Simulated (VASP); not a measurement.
Input of a VASP 6.6.1 run:

File INCAR:

```
SYSTEM = AlNi3
PREC     = Accurate       ! precision mode
ENCUT    = 520            ! plane-wave cutoff, eV
EDIFF    = 1E-7           ! SCF threshold, eV
ISMEAR   = 0              ! smearing method
SIGMA    = 0.1            ! smearing width, eV
LREAL    = .False.        ! projectors in reciprocal space
LASPH    = .True.         ! aspherical terms in the spheres
NELM     = 150            ! most SCF steps
ALGO     = Normal         ! electronic algorithm
ISIF     = 2              ! what is computed and relaxed
LWAVE    = .False.        ! write WAVECAR
LCHARG   = .True.         ! write CHGCAR
ISPIN    = 2              ! spin polarisation
MAGMOM   = 0 2 2 2        ! initial moments
LORBIT   = 11             ! projections on sites
LMAXMIX  = 4              ! l up to which the mixer works
GGA      = PS             ! functional
LELF     = .True.         ! ELF
LVHAR    = .True.       
NBANDS   = 28             ! bands
```

Contents of KPOINTS:

```
Automatic mesh
0
Gamma
  6 6 6
  0 0 0
```

The input POSCAR:

```
AlNi3
1.0
    3.7102019865      0.0000000000      0.0000000000
    0.0000000000      3.7102019865      0.0000000000
    0.0000000000      0.0000000000      3.7102019865
Al Ni
1 3
Direct
    0.0000000000      0.0000000000      0.0000000000
    0.5000000000      0.5000000000      0.0000000000
    0.0000000000      0.5000000000      0.5000000000
    0.5000000000      0.0000000000      0.5000000000
```

Potentials or basis: VASP PAW PBE potentials, release 64 (Al, Ni).

Run with:

```bash
$ cat potpaw_PBE.64/Al/POTCAR potpaw_PBE.64/Ni/POTCAR > POTCAR
$ mpirun -np 1 vasp_std > vasp.out
```

Estimate the site moments.

Al -0.01; Ni +0.27 μB.

What does it give for the pressure?

-22.1 GPa.

Estimate the net moment.

0.75 μB per cell.

Caveat: the cell stands under tension; the PAW data sets were made with another functional, which shifts forces and pressure a little.
